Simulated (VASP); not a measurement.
# TiSe: relaxation of cell and atoms with PBEsol+D3(BJ)

TiSe:

```xyz
4
Lattice="3.5590 0.0000 0.0000 -1.7795 3.0822 0.0000 0.0000 0.0000 6.2200" Properties=species:S:1:pos:R:3 pbc="T T T"
Ti    0.0000    0.0000    0.0000
Ti    0.0000    0.0000    3.1100
Se    0.0000    2.0548    1.5550
Se    1.7795    1.0274    4.6650
```

```json
{
 "Program": "VASP 6.6.1",
 "Task": "relaxation of cell and atoms",
 "Functional": "PBEsol",
 "Dispersion": "D3(BJ)",
 "Potentials or basis": "VASP PAW PBE potentials, release 64 (Ti_sv, Se)",
 "Cutoff": "600 eV",
 "k mesh": "9 × 9 × 4",
 "Occupations": "fermi-dirac, width 0.1 eV",
 "Spin": "no spin polarisation",
 "Dipole correction": "no",
 "Further INCAR settings": "ALGO = Normal; EDIFF = 1e-06; IBRION = 2; EDIFFG = -0.01; NSW = 80; ISIF = 3"
}
```

- Relaxed volume: 15.87 Å³/atom
- Relaxed cell: a = 3.310 Å, b = 3.310 Å, c = 6.690 Å, α = 90.00°, β = 90.00°, γ = 120.00°
- Space group after relaxing (to 0.1 Å): P6_3/mmc (No. 194)
- Energy gained by relaxing: 85.4 meV/atom
- Ionic steps: 9
- Pressure after relaxing: 0.0 GPa
- Band gap on the k mesh: zero (bands 18 and 19 overlap by 0.37 eV)
- Dispersion energy per atom: -0.561 eV

Stress tensor (GPa, compression positive):
```
-0.07  0.00  0.00
 0.00 -0.07  0.00
 0.00  0.00  0.09
```

The path:
```tsv
step	energy change (eV)	largest force (eV/Å)	pressure (GPa)	volume (Å³)
1	0.0000	0.0000	-5.21	68.23
2	-0.1724	0.0000	4.24	62.85
3	-0.1726	0.0000	4.70	62.63
4	-0.2949	0.0000	3.90	62.27
5	-0.3210	0.0000	3.60	61.78
6	-0.3247	0.0000	3.63	61.90
7	-0.3399	0.0000	-1.07	63.96
8	-0.3416	0.0000	0.02	63.45
9	-0.3416	0.0000	-0.01	63.49
```

Final structure:
```yaml
crystal:
  lattice:
    - [3.31031, 0.00000, 0.00000]
    - [-1.65516, 2.86681, 0.00000]
    - [0.00000, 0.00000, 6.68965]
  atoms:
    - { symbol: Ti, position: [0.00000, 0.00000, 0.00000] }
    - { symbol: Ti, position: [0.00000, 0.00000, 0.50000] }
    - { symbol: Se, position: [0.33333, 0.66667, 0.25000] }
    - { symbol: Se, position: [0.66667, 0.33333, 0.75000] }
```

Levels at points of the mesh, in eV from the Fermi level:
```
           k point  band 16  band 17  band 18  band 19  band 20  band 21
(0.00, 0.00, 0.00)    -0.64    -0.64    -0.20    -0.20     0.06     0.06
(0.00, 0.00, 0.50)    -2.48    -0.08    -0.08     0.44     0.44     0.44
```

Wall time 15 min on 1 thread of Intel Xeon 8259CL, on a shared host, peak memory 0.25 GiB.

Caveat: the PAW data sets were made with another functional, which shifts forces and pressure a little.
